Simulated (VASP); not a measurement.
Write the native input for VASP 6.6.1 that does the following.

```
Task                   : single point
Functional             : PBE
Potentials or basis    : VASP PAW PBE potentials, release 64 (Sr_sv, V_sv)
Cutoff                 : 520 eV
k mesh                 : 14 × 14 × 14
Occupations            : gaussian, width 0.1 eV
Spin                   : collinear spin, ferromagnetic start
Starting moments       : [0.21, 3.78] μB
Dipole correction      : no
Further INCAR settings : ALGO = Normal; EDIFF = 1e-06; NBANDS = 22
```

The structure of SrV lies in POSCAR:

```
SrV
1.0
    0.0000000000      3.3487307884      3.3487307884
    3.3487307884      0.0000000000      3.3487307884
    3.3487307884      3.3487307884      0.0000000000
Sr V
1 1
Direct
    0.0000000000      0.0000000000      0.0000000000
    0.5000000000      0.5000000000      0.5000000000
```

The cell was generated, and may not be a known phase.

The input as run:

INCAR

```
SYSTEM = SrV
PREC = Accurate
ENCUT = 520
EDIFF = 1E-6
ISMEAR = 0
SIGMA = 0.1
LREAL = .FALSE.
LASPH = .TRUE.
NELM = 150
ALGO = Normal
ISIF = 2
LWAVE = .FALSE.
LCHARG = .FALSE.
ISPIN = 2
MAGMOM = 0.21 3.78
LORBIT = 11
LMAXMIX = 4
GGA = PE
NBANDS = 22
```

KPOINTS

```
Automatic mesh
0
G
  14 14 14
  0 0 0
```

Potentials or basis: VASP PAW PBE potentials, release 64 (Sr_sv, V_sv).

Command:

```console
$ cat potpaw_PBE.64/Sr_sv/POTCAR potpaw_PBE.64/V_sv/POTCAR > POTCAR
$ mpirun -np 1 vasp_std > vasp.out
```

It gave:

```yaml
Pressure: 0.1 GPa
Net_moment: 4.50 μB per cell
Site_moments: Sr +0.15; V +3.14 μB
Valence_electrons_inside_the_program's_atomic_spheres: Sr 7.99; V 11.41
```

Run time: 4.6 min on 1 thread of Intel(R) Xeon(R) Platinum 8259CL CPU @ 2.50GHz (Skylake/Cascade Lake), with other jobs on the host, peak memory 0.43 GiB.
